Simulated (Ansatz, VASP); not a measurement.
**Two plane-wave programs on AlSn**

Contents of INCAR:

```
SYSTEM = AlSn
PREC     = Accurate       ! precision mode
ENCUT    = 600            ! plane-wave cutoff, eV
EDIFF    = 1E-6           ! SCF threshold, eV
ISMEAR   = 0              ! smearing method
SIGMA    = 0.1            ! smearing width, eV
LREAL    = .FALSE.        ! projectors in reciprocal space
LASPH    = .TRUE.         ! aspherical terms in the spheres
NELM     = 80             ! most SCF steps
ALGO     = Fast           ! electronic algorithm
ISIF     = 3              ! what is computed and relaxed
LWAVE    = .FALSE.        ! write WAVECAR
LCHARG   = .FALSE.        ! write CHGCAR
GGA      = PE             ! functional
IBRION   = 2              ! ionic algorithm
NSW      = 100            ! ionic steps
EDIFFG   = -0.01          ! ionic threshold
```

Contents of KPOINTS:

```
Automatic mesh
0
G
  6 6 12
  0 0 0
```

POSCAR

```
AlSn
1.0
    9.1349597766      0.0000000000      0.0000000000
   -4.5674798883      7.9111072291      0.0000000000
    0.0000000000      0.0000000000      3.0675268770
Al Sn
3 3
Direct
    0.0000000000      0.0000000000      0.0000000000
    0.3333333333      0.6666666667      0.0000000000
    0.6666666667      0.3333333333      0.0000000000
    0.5000000000      0.0000000000      0.0000000000
    0.0000000000      0.5000000000      0.0000000000
    0.5000000000      0.5000000000      0.0000000000
```

Input for Ansatz:

```yaml
crystal:
  lattice:
    - [9.1349597766, 0.0, 0.0]
    - [-4.5674798883, 7.9111072291, 0.0]
    - [0.0, 0.0, 3.067526877]
  atoms:
    - { symbol: Al, position: [0.0, 0.0, 0.0] }
    - { symbol: Al, position: [0.3333333333, 0.6666666667, 0.0] }
    - { symbol: Al, position: [0.6666666667, 0.3333333333, 0.0] }
    - { symbol: Sn, position: [0.5, 0.0, 0.0] }
    - { symbol: Sn, position: [0.0, 0.5, 0.0] }
    - { symbol: Sn, position: [0.5, 0.5, 0.0] }
basis:
  ecutwfc: 420
kpoints:
  mp_grid: { grid: [6, 6, 12] }
hamiltonian:
  xc: pbe
scf:
  occupations: { method: gaussian, width: 0.1 }
output:
  forces: true
  stress: true
  eigenvalues: true
relax:
  adjacent_minimum: "off"
  f_tol: 0.01
  max_steps: 80
  cell: { stress_tol: 0.05 }
```

Alike in both runs: task relaxation of cell and atoms; functional PBE; k mesh 6 × 6 × 12; occupations gaussian, width 0.1 eV; no spin polarisation.

|  | VASP | Ansatz |
| --- | --- | --- |
| version | VASP 6.6.1 | Ansatz 0.2.0 |
| potentials or method | VASP PAW PBE potentials, release 64 (Al, Sn_d), cutoff 600 eV | scalar-relativistic, plane waves, PAW |
| valence electrons in the cell | 51 | 51 |

```csv
,VASP,Ansatz,Ansatz less VASP
"gap on the k mesh at the Fermi level, each at its own relaxed structure (eV)",none,none,-
relaxed volume (Å³/atom),36.86,36.93,+0.064
relaxed length of the cell vector where the two differ most in proportion (Å),9.296,9.304,+0.0079
```

A gap of «none» marks a metal or a gap that the smearing closes.
